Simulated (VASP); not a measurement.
CdSe, 2 atoms in the cell. It takes space group R-3m (No. 166, trigonal). Conventional cell: a = 4.125 Å, b = 4.125 Å, c = 9.657 Å, α = 90.00°, β = 90.00°, γ = 120.00°. Cd (site symmetry -3m) has 6 Se at 2.87 Å within 3.8 Å. Within 3.8 Å of Se (site symmetry -3m) lie 6 Cd at 2.87 Å. 

- Program: VASP 6.6.1
- Task: single point
- Functional: PBEsol
- Potentials or basis: VASP PAW PBE potentials, release 64 (Cd, Se)
- Cutoff: 520 eV
- k mesh: 6 × 6 × 6
- Occupations: fermi-dirac, width 0.05 eV
- Spin: no spin polarisation
- Dipole correction: no
- Further INCAR settings: ALGO = Normal; EDIFF = 1e-06; NBANDS = 16

Potentials or basis: VASP PAW PBE potentials, release 64 (Cd, Se).

Command:

```bash
$ cat potpaw_PBE.64/Cd/POTCAR potpaw_PBE.64/Se/POTCAR > POTCAR
$ mpirun -np 1 vasp_std > vasp.out
```

Hardware: 1 thread of Intel Xeon 8259CL, with other jobs on the host.

Task: Estimate the wall time of this run.

Result: It took 35 s on 1 thread of Intel Xeon 8259CL, on a shared host, peak memory 0.18 GiB. Counts: scf iterations 12, k points 32.
